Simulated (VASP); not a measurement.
## KTaO3: single point with r2SCAN

The system is KTaO3.

```
CELL_PARAMETERS angstrom
3.99013 0.00000 0.00000
0.00000 3.99013 0.00000
0.00000 0.00000 3.99013
ATOMIC_POSITIONS crystal
K 0.50000 0.50000 0.50000
Ta 0.00000 0.00000 0.00000
O 0.50000 0.00000 0.00000
O 0.00000 0.50000 0.00000
O 0.00000 0.00000 0.50000
```

- Program: VASP 6.6.1
- Task: single point
- Functional: r2SCAN
- Potentials or basis: VASP PAW PBE potentials, release 64 (K_sv, Ta_pv, O)
- Cutoff: 520 eV
- k mesh: 6 × 6 × 6
- Occupations: gaussian, width 0.01 eV
- Spin: no spin polarisation
- Dipole correction: no
- Further INCAR settings: ALGO = Normal; EDIFF = 1e-06; NBANDS = 27

| Property | Result |
| --- | --- |
| Pressure | 0.9 GPa |
| Band gap on the k mesh | 2.59 eV, indirect (least direct gap 3.25 eV) |

Levels at points of the mesh, in eV from the valence-band top:
```csv
k point,band 15,band 16,band 17,band 18,band 19,band 20,band 21,band 22,band 23,band 24
"(0.00, 0.00, 0.00)",-1.09,-1.09,-0.65,-0.65,-0.65,2.59,2.59,2.59,7.05,7.05
"(0.50, 0.00, 0.00)",-2.40,-2.15,-1.54,-0.89,-0.89,2.75,5.43,5.43,7.08,9.09
"(0.50, 0.50, 0.00)",-2.82,-1.74,-1.46,-1.46,-0.04,5.46,5.46,6.77,8.09,10.81
"(0.50, 0.50, 0.50)",-3.96,-3.96,0.00,0.00,0.00,6.91,6.91,6.91,9.66,9.66
```

It took 2.1 min on 1 thread of Intel(R) Xeon(R) Platinum 8375C CPU @ 2.90GHz (Ice Lake) (shared host), peak memory 0.19 GiB.

Caveat: the PAW data sets were made with another functional, which shifts forces and pressure a little; spin-orbit coupling is left out, which moves the levels of the heavy elements. r2SCAN opens gaps a little over a GGA but as a rule still falls short of measured ones.
